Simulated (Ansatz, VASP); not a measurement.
**BN: VASP beside Ansatz**

The input INCAR:

```
SYSTEM = BN
ALGO     = Normal         ! electronic algorithm
EDIFF    = 1E-6           ! SCF threshold, eV
ENCUT    = 520            ! plane-wave cutoff, eV
GGA      = PE             ! functional
ISIF     = 2              ! what is computed and relaxed
ISMEAR   = 0              ! smearing method
LASPH    = .TRUE.         ! aspherical terms in the spheres
LCHARG   = .TRUE.         ! write CHGCAR
LELF     = .TRUE.         ! ELF
LREAL    = .FALSE.        ! projectors in reciprocal space
LVHAR    = .TRUE.       
LWAVE    = .FALSE.        ! write WAVECAR
NBANDS   = 16             ! bands
NELM     = 80             ! most SCF steps
PREC     = Accurate       ! precision mode
SIGMA    = 0.05           ! smearing width, eV
```

KPOINTS

```
k-points
0
G
  12 12 4
  0 0 0
```

POSCAR

```
BN
1.0
    2.5121751215      0.0000000000      0.0000000000
   -1.2560875608      2.1756074740      0.0000000000
    0.0000000000      0.0000000000      8.3436910039
B N
2 2
Direct
    0.3073579564      0.7113630070      0.2651208115
    0.6174160593      0.2648000971      0.7316763546
    0.3440282491      0.6712257297      0.7441764025
    0.7311977352      0.3526111661      0.2590264313
```

Input for Ansatz:

```yaml
crystal:
  lattice:
    - [2.5121751215, 0.0, 0.0]
    - [-1.2560875608, 2.175607474, 0.0]
    - [0.0, 0.0, 8.3436910039]
  atoms:
    - { symbol: B, position: [0.3073579564, 0.711363007, 0.2651208115] }
    - { symbol: B, position: [0.6174160593, 0.2648000971, 0.7316763546] }
    - { symbol: "N", position: [0.3440282491, 0.6712257297, 0.7441764025] }
    - { symbol: "N", position: [0.7311977352, 0.3526111661, 0.2590264313] }
basis:
  ecutwfc: 420
kpoints:
  mp_grid: { grid: [12, 12, 4] }
hamiltonian:
  xc: pbe
scf:
  occupations: { method: gaussian, width: 0.05 }
output:
  forces: true
  stress: true
  eigenvalues: true
```

Change from the starting cell: all atoms moved at random (sigma 0.15 Å a component).

Alike in both runs: task single point; functional PBE; k mesh 12 × 12 × 4; occupations gaussian, width 0.05 eV; no spin polarisation.

|  | VASP | Ansatz |
| --- | --- | --- |
| version | VASP 6.6.1 | Ansatz 0.2.0 |
| potentials or method | VASP PAW PBE potentials, release 64 (B, N), cutoff 520 eV | scalar-relativistic, plane waves, PAW |
| valence electrons in the cell | 16 | 16 |

Ansatz gave:

```
gap on the k mesh at the Fermi level (eV)                     : 2.30
least direct gap on the mesh (eV)                             : 2.92
pressure (GPa)                                                : 13.2
traceless stress, the component that is largest in VASP (GPa) : 14.98
rms of the force components (eV/Å)                            : 4.948
```

Task: Which values does VASP return?

Result: gap on the k mesh at the Fermi level (eV): 2.29; least direct gap on the mesh (eV): 2.92; pressure (GPa): 13.0; traceless stress, the component that is largest in VASP (GPa): 15.01; rms of the force components (eV/Å): 4.941.

Atom by atom the forces differ by 0.010 eV/Å (rms over components).
